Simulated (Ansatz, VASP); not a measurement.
# Two plane-wave programs on Be2Si

The input INCAR:

```
SYSTEM = Be2Si
  PREC = Accurate
  ENCUT = 600
  EDIFF = 1E-6
  ISMEAR = 1
  SIGMA = 0.2
  LREAL = .FALSE.
  LASPH = .TRUE.
  NELM = 120
  ALGO = Normal
  ISIF = 2
  LWAVE = .FALSE.
  LCHARG = .TRUE.
  GGA = PS
  LELF = .TRUE.
  LVHAR = .TRUE.
  NBANDS = 11
  GGA_COMPAT = .FALSE.
```

File KPOINTS:

```
Automatic mesh
0
G
  6 6 6
  0 0 0
```

POSCAR

```
Be2Si
1.0
    0.0000000000      2.6413830465      2.6413830465
    2.6413830465      0.0000000000      2.6413830465
    2.6413830465      2.6413830465      0.0000000000
Si Be
1 2
Direct
    0.0000000000      0.0000000000      0.0000000000
    0.2500000000      0.2500000000      0.2500000000
    0.7500000000      0.7500000000      0.7500000000
```

Input for Ansatz:

```yaml
crystal:
  lattice:
    - [0.0, 2.6413830465, 2.6413830465]
    - [2.6413830465, 0.0, 2.6413830465]
    - [2.6413830465, 2.6413830465, 0.0]
  atoms:
    - { symbol: Si, position: [0.0, 0.0, 0.0] }
    - { symbol: Be, position: [0.25, 0.25, 0.25] }
    - { symbol: Be, position: [0.75, 0.75, 0.75] }
kpoints:
  mp_grid: { grid: [6, 6, 6] }
hamiltonian:
  xc: pbesol
scf:
  occupations: { method: cold, width: 0.2 }
  n_extra_bands: 4
output:
  forces: true
  stress: true
  eigenvalues: true
```

Alike in both runs: task single point; functional PBEsol; k mesh 6 × 6 × 6; no spin polarisation.

```csv
,VASP,Ansatz
version,VASP 6.6.1,Ansatz 0.2.0
potentials or method,"VASP PAW PBE potentials, release 64 (Si, Be)",plane waves
plane-wave cutoff (eV),600,420
occupations,"methfessel-paxton of order 1, width 0.2 eV","cold, width 0.2 eV"
valence electrons in the cell,8,8
```

```csv
,VASP,Ansatz,Ansatz less VASP
pressure (GPa),-1.1,-1.4,-0.29
```

VASP's potentials were made for PBE, not for PBEsol.
